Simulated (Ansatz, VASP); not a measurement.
**LaTa2GeN3 in VASP and in Ansatz**

```xyz
7
Lattice="5.3116 0.0031 -0.0380 -2.2900 5.2309 0.0268 -0.4858 -2.9820 5.4302" Properties=species:S:1:pos:R:3 pbc="T T T"
La    2.7557   -1.1606    2.8505
Ta    2.5900    1.8475    1.0843
Ta    5.1657   -0.0636    0.1159
Ge   -1.6537    1.8037    3.4089
N     1.3189    0.4052    1.3173
N     3.4581   -1.5879    5.1893
N     1.8786    3.6455    0.8721
```

Change from the starting cell: cell x1, atoms moved at random (sigma 0.1 Å) and cell strained at random (1.5 %), then relaxed without symmetry.

Alike in both runs: functional PBE; k mesh 4 × 4 × 4; occupations gaussian, width 0.1 eV; no spin polarisation.

Ansatz relaxed the structure, and its values are those at the end. VASP's run is a single point on that final structure, the one shown.

|  | VASP | Ansatz |
| --- | --- | --- |
| version | VASP 6.6.1 | Ansatz 0.2.0 |
| potentials or method | VASP PAW PBE potentials, release 64 (La, Ta_pv, Ge_d, N), cutoff 520 eV | scalar-relativistic, plane waves, PAW |
| valence electrons in the cell | 62 | 66 |

```tsv
	VASP	Ansatz	Ansatz less VASP
gap on the k mesh at the Fermi level (eV)	0.66	0.66	+0.001
least direct gap on the mesh (eV)	0.66	0.67	+0.003
pressure (GPa)	0.4	0.1	-0.27
rms of the force components (eV/Å)	0.043	0.003	-0.0400
```

VASP's potentials hold 62 valence electrons a cell and Ansatz's 66, so a difference there can come from the potentials and not from the codes.

Spin-orbit coupling is off throughout.
